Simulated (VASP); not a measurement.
**TaN: single point with PBE**

The system is TaN, a slab with vacuum.

```xyz
24
Lattice="6.2470 0.0000 0.0000 -3.1235 5.4100 0.0000 0.0000 0.0000 22.3758" Properties=species:S:1:pos:R:3 pbc="T T T"
Ta    0.0000    1.8033    8.0000
Ta   -1.5617    4.5084    8.0000
Ta    3.1235    1.8033    8.0000
Ta    1.5617    4.5084    8.0000
Ta    1.5617    2.7050   10.5503
Ta    3.1235    0.0000   10.5503
Ta   -1.5617    2.7050   10.5503
Ta    0.0000    0.0000   10.5503
Ta    3.1235    3.6067   13.2212
Ta    4.6852    0.9017   13.2212
Ta    0.0000    3.6067   13.2212
Ta    1.5617    0.9017   13.2212
N     1.5617    0.9017    9.2752
N     0.0000    3.6067    9.2752
N     4.6852    0.9017    9.2752
N     3.1235    3.6067    9.2752
N     3.1235    1.8033   11.8169
N     1.5617    4.5084   11.8169
N     0.0000    1.8033   11.8169
N    -1.5617    4.5084   11.8169
N    -1.5617    2.7050   14.1259
N     0.0000    0.0000   14.1259
N     1.5617    2.7050   14.1259
N     3.1235    0.0000   14.1259
```

```yaml
Program: VASP 6.6.1
Task: single point
Functional: PBE
Potentials_or_basis: VASP PAW PBE potentials, release 64 (Ta_pv, N)
Cutoff: 520 eV
k_mesh: 4 × 4 × 1
Occupations: gaussian, width 0.1 eV
Spin: no spin polarisation
```

```
Largest force          : 0.721 eV/Å
Band gap on the k mesh : zero (bands 96 and 97 overlap by 0.06 eV)
```

Forces on the atoms (eV/Å):
```
Ta   0.000  0.000  0.677
Ta   0.000  0.000  0.677
Ta   0.000  0.000  0.677
Ta   0.000  0.000  0.677
Ta   0.000  0.000  0.000
Ta   0.000  0.000  0.000
Ta   0.000  0.000  0.000
Ta   0.000  0.000  0.000
Ta   0.000  0.000 -0.016
Ta   0.000  0.000 -0.016
Ta   0.000  0.000 -0.016
Ta   0.000  0.000 -0.016
N    0.000  0.000 -0.721
N    0.000  0.000 -0.721
N    0.000  0.000 -0.721
N    0.000  0.000 -0.721
N    0.000  0.000 -0.016
N    0.000  0.000 -0.016
N    0.000  0.000 -0.016
N    0.000  0.000 -0.016
N    0.000  0.000  0.076
N    0.000  0.000  0.076
N    0.000  0.000  0.076
N    0.000  0.000  0.076
```

Levels at points of the mesh, in eV from the Fermi level:
```tsv
k point	band 93	band 94	band 95	band 96	band 97	band 98	band 99	band 100
(0.00, 0.00, 0.00)	-0.25	-0.25	-0.06	-0.06	-0.06	0.23	0.47	0.47
(0.50, 0.00, 0.00)	-0.31	-0.31	-0.06	-0.06	0.37	0.37	0.54	0.54
```

Run time: 15 min on 1 thread of Intel(R) Xeon(R) 6975P-C (Granite Rapids), on a shared host, peak memory 0.85 GiB.

Caveat: spin-orbit coupling is left out, which moves the levels of the heavy elements.
